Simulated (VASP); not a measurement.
# Si6Te (Pm-3m) in VASP: single point with PBE

Aim: the single point of Si6Te with PBE.

Everything below comes from runs of VASP 6.6.1. Logs are shortened: lines on timing, memory, paths and dates and some standing lists are left out, and cuts for length are marked.

### Step 1. The cell of the first run

The structure is cubic, space group Pm-3m (No. 221). Conventional cell: a = 4.896 Å, b = 4.896 Å, c = 4.896 Å, α = 90.00°, β = 90.00°, γ = 90.00°. Within 2.6 Å of Si (site symmetry 4mm) lie 5 Si at 1.96 to 2.08 Å. Within 4.7 Å of Te (site symmetry m-3m) lie 24 Si at 3.60 Å.

### Step 2. Single point, PBE

Contents of INCAR:

```
SYSTEM = Si6Te
  ALGO = Normal
  EDIFF = 1E-6
  ENCUT = 520
  GGA = PE
  ISIF = 2
  ISMEAR = 0
  LASPH = .True.
  LCHARG = .False.
  LREAL = .False.
  LWAVE = .False.
  NBANDS = 24
  NELM = 100
  PREC = Accurate
  SIGMA = 0.1
```

Contents of KPOINTS:

```
k-points
0
Gamma
  4 4 4
  0 0 0
```

Contents of POSCAR:

```
Si6Te
1.0
    4.8955054700      0.0000000000      0.0000000000
    0.0000000000      4.8955054700      0.0000000000
    0.0000000000      0.0000000000      4.8955054700
Si Te
6 1
Direct
    0.7998858100      0.5000000000      0.5000000000
    0.2001141900      0.5000000000      0.5000000000
    0.5000000000      0.5000000000      0.7998858100
    0.5000000000      0.5000000000      0.2001141900
    0.5000000000      0.2001141900      0.5000000000
    0.5000000000      0.7998858100      0.5000000000
    0.0000000000      0.0000000000      0.0000000000
```

Potentials or basis: VASP PAW PBE potentials, release 64 (Si, Te).

Command:

```
$ cat potpaw_PBE.64/Si/POTCAR potpaw_PBE.64/Te/POTCAR > POTCAR
$ mpirun -np 1 vasp_std > vasp.out
```

OUTCAR:

```text
SYSTEM = Si6Te
   EDIFF = 1E-6
   ENCUT = 520
   GGA = PE
   ISIF = 2
   ISMEAR = 0
   LASPH = .True.
   LREAL = .False.
   NELM = 100
   PREC = Accurate

 ion  position               nearest neighbor table
   1  0.800  0.500  0.500-   2 1.96   3 2.08   4 2.08   5 2.08   6 2.08   2 2.94
   2  0.200  0.500  0.500-   1 1.96   3 2.08   4 2.08   5 2.08   6 2.08   1 2.94
   3  0.500  0.500  0.800-   4 1.96   2 2.08   1 2.08   5 2.08   6 2.08   4 2.94
   4  0.500  0.500  0.200-   3 1.96   2 2.08   1 2.08   5 2.08   6 2.08   3 2.94
   5  0.500  0.200  0.500-   6 1.96   2 2.08   3 2.08   4 2.08   1 2.08   6 2.94
   6  0.500  0.800  0.500-   5 1.96   2 2.08   3 2.08   4 2.08   1 2.08   5 2.94
   7  0.000  0.000  0.000-

  LATTYP: Found a simple cubic cell.
 ALAT       =     4.8955054700

  Lattice vectors:

 A1 = (   4.8955054700,   0.0000000000,   0.0000000000)
 A2 = (   0.0000000000,   4.8955054700,   0.0000000000)
 A3 = (   0.0000000000,   0.0000000000,   4.8955054700)

Analysis of symmetry for initial positions (statically):
=====================================================================
 Subroutine PRICEL returns:
 Original cell was already a primitive cell.

 Routine SETGRP: Setting up the symmetry group for a
 simple cubic supercell.

 Subroutine GETGRP returns: Found 48 space group operations
 (whereof 48 operations were pure point group operations)
 out of a pool of 48 trial point group operations.

The static configuration has the point symmetry O_h .

Analysis of symmetry for dynamics (positions and initial velocities):
=====================================================================
 Subroutine PRICEL returns:
 Original cell was already a primitive cell.

 Routine SETGRP: Setting up the symmetry group for a
 simple cubic supercell.

 Subroutine GETGRP returns: Found 48 space group operations
 (whereof 48 operations were pure point group operations)
 out of a pool of 48 trial point group operations.

The dynamic configuration has the point symmetry O_h .

 Subroutine INISYM returns: Found 48 space group operations
 (whereof 48 operations are pure point group operations),
 and found     1 'primitive' translations

----------------------------------------------------------------------------------------

                                     Primitive cell

  volume of cell :     117.3256

  direct lattice vectors                    reciprocal lattice vectors
     4.895505470  0.000000000  0.000000000     0.204268999  0.000000000  0.000000000
     0.000000000  4.895505470  0.000000000     0.000000000  0.204268999  0.000000000
     0.000000000  0.000000000  4.895505470     0.000000000  0.000000000  0.204268999

  length of vectors
     4.895505470  4.895505470  4.895505470     0.204268999  0.204268999  0.204268999

  position of ions in fractional coordinates (direct lattice)
     0.799885810  0.500000000  0.500000000
     0.200114190  0.500000000  0.500000000
     0.500000000  0.500000000  0.799885810
     0.500000000  0.500000000  0.200114190
     0.500000000  0.200114190  0.500000000
     0.500000000  0.799885810  0.500000000
     0.000000000  0.000000000  0.000000000

  ion indices of the primitive-cell ions
   primitive index   ion index
                 1           1
                 2           2
                 3           3
                 4           4
                 5           5
                 6           6
                 7           7

----------------------------------------------------------------------------------------

 KPOINTS: k-points

Automatic generation of k-mesh.
 Grid dimensions read from file:
 generate k-points for:    4    4    4

 Generating k-lattice:

  Cartesian coordinates                     Fractional coordinates (reciprocal lattice)
     0.051067250  0.000000000  0.000000000     0.250000000  0.000000000  0.000000000
     0.000000000  0.051067250  0.000000000     0.000000000  0.250000000  0.000000000
     0.000000000  0.000000000  0.051067250     0.000000000  0.000000000  0.250000000

  Length of vectors
     0.051067250  0.051067250  0.051067250

  Shift w.r.t. Gamma in fractional coordinates (k-lattice)
     0.000000000  0.000000000  0.000000000

 Subroutine IBZKPT returns following result:
 ===========================================

 Found     10 irreducible k-points:

 Following reciprocal coordinates:
            Coordinates               Weight
  0.000000  0.000000  0.000000      1.000000
  0.250000  0.000000  0.000000      6.000000
  0.500000  0.000000  0.000000      3.000000
  0.250000  0.250000  0.000000     12.000000
  0.500000  0.250000  0.000000     12.000000
  0.500000  0.500000  0.000000      3.000000
  0.250000  0.250000  0.250000      8.000000
  0.500000  0.250000  0.250000     12.000000
  0.500000  0.500000  0.250000      6.000000
  0.500000  0.500000  0.500000      1.000000
   k-points           NKPTS =     10   k-points in BZ     NKDIM =     10   number of bands    NBANDS=     24
   number of dos      NEDOS =    301   number of ions     NIONS =      7
   total plane-waves  NPLWV =  46656
   dimension x,y,z NGX =    36 NGY =   36 NGZ =   36
   dimension x,y,z NGXF=    72 NGYF=   72 NGZF=   72
   ions per type =               6   1
   NGX,Y,Z   is equivalent  to a cutoff of  12.23, 12.23, 12.23 a.u.
   NGXF,Y,Z  is equivalent  to a cutoff of  24.45, 24.45, 24.45 a.u.
 SYSTEM =  Si6Te
   PREC   = accura    normal or accurate (medium, high low for compatibility)
   ISTART =      0    job   : 0-new  1-cont  2-samecut
   ICHARG =      2    charge: 1-file 2-atom 10-const
   ISPIN  =      1    spin polarized calculation?
   LNONCOLLINEAR =      F non collinear calculations
   LSORBIT =      F    spin-orbit coupling
   LASPH  =      T    aspherical Exc in radial PAW
   ENCUT  =  520.0 eV  38.22 Ry    6.18 a.u.   9.10  9.10  9.10*2*pi/ulx,y,z
   NELM   =    100;   NELMIN=  2; NELMDL= -5     # of ELM steps
   EDIFF  = 0.1E-05   stopping-criterion for ELM
   LREAL  =      F    real-space projection
   EDIFFG = 0.1E-04   stopping-criterion for IOM
   NSW    =      0    number of steps for IOM
   IBRION =     -1    ionic relax: 0-MD 1-quasi-New 2-CG
   NFREE  =      0    steps in history (QN), initial steepest desc. (CG)
   ISIF   =      2    stress and relaxation
   ISYM   =      2    0-nonsym 1-usesym 2-fastsym
   POTIM  = 0.5000    time-step for ionic-motion
   TEBEG  =    0.0;   TEEND  =   0.0 temperature during run
   PSTRESS=    0.0 pullay stress
   NELECT =      30.0000    total number of electrons
   NUPDOWN=      -1.0000    fix difference up-down
   EMIN   =  10.00;   EMAX   =-10.00  energy-range for DOS
   EFERMI =   0.00;   METHOD = LEGACY
   ISMEAR =     0;   SIGMA  =   0.10  broadening in eV -4-tet -1-fermi 0-gaus
   EFERMI_NEDOS =   21; number of points for ismear=-14 and -15
   IALGO  =     38    algorithm
   IMIX   =      4    mixing-type and parameters
     AMIX     =   0.40;   BMIX     =  1.00
     AMIX_MAG =   1.60;   BMIX_MAG =  1.00
  volume/ion in A,a.u.               =      16.76       113.11
  Fermi-wavevector in a.u.,A,eV,Ry     =   1.039085  1.963586 14.690176  1.079697
  Thomas-Fermi vector in A             =   2.173599
   LORBIT       =      0    0 simple, 1 ext, 2 COOP (PROOUT), +10 PAW based schemes
   GGA     = PE    functional components
   LHFCALC =     F    Hartree Fock is set to
   AEXX    =    0.0000 exact exchange contribution
   IVDW    =     0    specifies the selected vdW correction
   LEPSILON=     F    determine dielectric tensor
   LRPA    =     F    only Hartree local field effects (RPA)
 non-spin polarized calculation
 Gauss-broadening in eV      SIGMA  =   0.10
  energy-cutoff  :      520.00
  volume of cell :      117.33
 maximum number of plane-waves:      3184
   NGX = 19   NGY = 19   NGZ = 19

 number of electron      30.0000000 magnetization

 Free energy of the ion-electron system (eV)
  ---------------------------------------------------
  ext. energy  EPLUGINS =         0.00000000
  ---------------------------------------------------
  free energy    TOTEN  =       -20.38357556 eV

  energy without entropy =      -20.34345842  energy(sigma->0) =      -20.36351699

 E-fermi :   8.6207     XC(G=0): -10.3732

 val. band max:        8.5958966507   @ k =   0.2500   0.2500   0.0000
 cond. band min:       8.6411204702   @ k =   0.5000   0.2500   0.2500
 fundamental gap:      0.0452238195
 Fermi energy:         8.6207373755

 k-point     1 :       0.0000    0.0000    0.0000
  band No.  band energies     occupation
      1      -8.2850      2.00000
      2      -1.9408      2.00000
      3      -0.9134      2.00000
      4      -0.9134      2.00000
      5      -0.9134      2.00000
      6       0.0444      2.00000
[... 16 lines left out ...]
     23      12.3646      0.00000
     24      13.8899      0.00000

 k-point     2 :       0.2500    0.0000    0.0000
  band No.  band energies     occupation
      1      -8.1572      2.00000
      2      -2.8731      2.00000
      3      -1.1378      2.00000
      4      -0.7973      2.00000
      5      -0.7973      2.00000
      6       0.0902      2.00000
[... 16 lines left out ...]
     23      12.8558      0.00000
     24      12.9203      0.00000

 k-point     3 :       0.5000    0.0000    0.0000
  band No.  band energies     occupation
      1      -8.0116      2.00000
      2      -3.5830      2.00000
      3      -0.7671      2.00000
      4      -0.6655      2.00000
      5      -0.6655      2.00000
      6       0.1349      2.00000
[... 16 lines left out ...]
     23      13.5620      0.00000
     24      14.3424      0.00000

 k-point     4 :       0.2500    0.2500    0.0000
  band No.  band energies     occupation
      1      -8.0322      2.00000
      2      -2.8084      2.00000
      3      -2.3977      2.00000
      4      -0.8966      2.00000
      5      -0.6878      2.00000
      6       0.3254      2.00000
[... 16 lines left out ...]
     23      13.4502      0.00000
     24      13.7164      0.00000

 k-point     5 :       0.5000    0.2500    0.0000
  band No.  band energies     occupation
      1      -7.8905      2.00000
      2      -3.3672      2.00000
      3      -2.2808      2.00000
      4      -1.1729      2.00000
      5      -0.5645      2.00000
      6       0.2093      2.00000
[... 16 lines left out ...]
     23      13.7162      0.00000
     24      13.8725      0.00000

 k-point     6 :       0.5000    0.5000    0.0000
  band No.  band energies     occupation
      1      -7.7539      2.00000
      2      -3.0486      2.00000
      3      -3.0486      2.00000
      4      -1.6757      2.00000
      5      -0.4520      2.00000
      6       0.2872      2.00000
[... 16 lines left out ...]
     23      13.3877      0.00000
     24      14.2126      0.00000

 k-point     7 :       0.2500    0.2500    0.2500
  band No.  band energies     occupation
      1      -7.9088      2.00000
      2      -2.6671      2.00000
      3      -2.3022      2.00000
      4      -2.3022      2.00000
      5      -0.8819      2.00000
      6       2.2647      2.00000
[... 16 lines left out ...]
     23      12.0866      0.00000
     24      13.2225      0.00000

 k-point     8 :       0.5000    0.2500    0.2500
  band No.  band energies     occupation
      1      -7.7690      2.00000
      2      -3.1890      2.00000
      3      -2.1972      2.00000
      4      -2.1732      2.00000
      5      -1.3073      2.00000
      6       2.4191      2.00000
[... 16 lines left out ...]
     23      12.9782      0.00000
     24      13.7975      0.00000

 k-point     9 :       0.5000    0.5000    0.2500
  band No.  band energies     occupation
      1      -7.6318      2.00000
      2      -2.9525      2.00000
      3      -2.9525      2.00000
      4      -2.0803      2.00000
      5      -1.5304      2.00000
      6       2.5547      2.00000
[... 16 lines left out ...]
     23      12.8715      0.00000
     24      12.9499      0.00000

 k-point    10 :       0.5000    0.5000    0.5000
  band No.  band energies     occupation
      1      -7.4938      2.00000
      2      -2.8468      2.00000
      3      -2.8468      2.00000
      4      -2.8468      2.00000
      5      -1.3590      2.00000
      6       2.1936      2.00000
[... 16 lines left out ...]
     23      12.3435      0.00000
     24      12.3435      0.00000

------------------------ aborting loop because EDIFF is reached ----------------------------------------

  FORCE on cell =-STRESS in cart. coord.  units (eV):
  Direction    XX          YY          ZZ          XY          YZ          ZX
  --------------------------------------------------------------------------------------
  -------------------------------------------------------------------------------------
  Total       45.8000238     45.8000238     45.8000238      0.0000000     -0.0000000      0.0000000
  in kB      625.4371375    625.4371375    625.4371375      0.0000000     -0.0000000      0.0000000
  external PRESSURE =     625.4371375 kB  Pullay stress =       0.0000000 kB

 VOLUME and BASIS-vectors are now :
 -----------------------------------------------------------------------------
  energy-cutoff  :      520.00
  volume of cell :      117.33
      direct lattice vectors                 reciprocal lattice vectors
     4.895505470  0.000000000  0.000000000     0.204268999  0.000000000  0.000000000
     0.000000000  4.895505470  0.000000000     0.000000000  0.204268999  0.000000000
     0.000000000  0.000000000  4.895505470     0.000000000  0.000000000  0.204268999

 POSITION                                       TOTAL-FORCE (eV/Angst)
 -----------------------------------------------------------------------------------
      3.91585      2.44775      2.44775         3.711516     -0.000000      0.000000
      0.97966      2.44775      2.44775        -3.711516     -0.000000     -0.000000
      2.44775      2.44775      3.91585         0.000000     -0.000000      3.711516
      2.44775      2.44775      0.97966         0.000000     -0.000000     -3.711516
      2.44775      0.97966      2.44775         0.000000     -3.711516      0.000000
      2.44775      3.91585      2.44775         0.000000      3.711516     -0.000000
      0.00000      0.00000      0.00000         0.000000     -0.000000     -0.000000
 -----------------------------------------------------------------------------------
    total drift:                               -0.000000      0.000000      0.000000

  FREE ENERGIE OF THE ION-ELECTRON SYSTEM (eV)
  ---------------------------------------------------
  free  energy   TOTEN  =       -20.3835755611 eV

  energy  without entropy=      -20.3434584151  energy(sigma->0) =      -20.36351699
```

It took 34 s on 1 thread of Intel Xeon 8259CL, shared host; peak memory 0.21 GiB.

What came out:

| Property | Result |
| --- | --- |
| Free energy | -20.3836 eV |
| Pressure | 62.5 GPa |
| Largest force | 3.712 eV/Å |
| Band gap on the k mesh | zero (band 15 reaches 9.03 eV, above the bottom of band 16 at 8.05 eV) |

Forces in eV/Å, atoms in the order of the input:
```
Si   3.712  0.000  0.000
Si  -3.712  0.000  0.000
Si   0.000  0.000  3.712
Si   0.000  0.000 -3.712
Si   0.000 -3.712  0.000
Si   0.000  3.712  0.000
Te   0.000  0.000  0.000
```

Caveat: spin-orbit coupling is left out, which moves the levels of the heavy elements; forces of over 1 eV/Å act on the atoms, so gaps and moduli don't describe the material at rest.
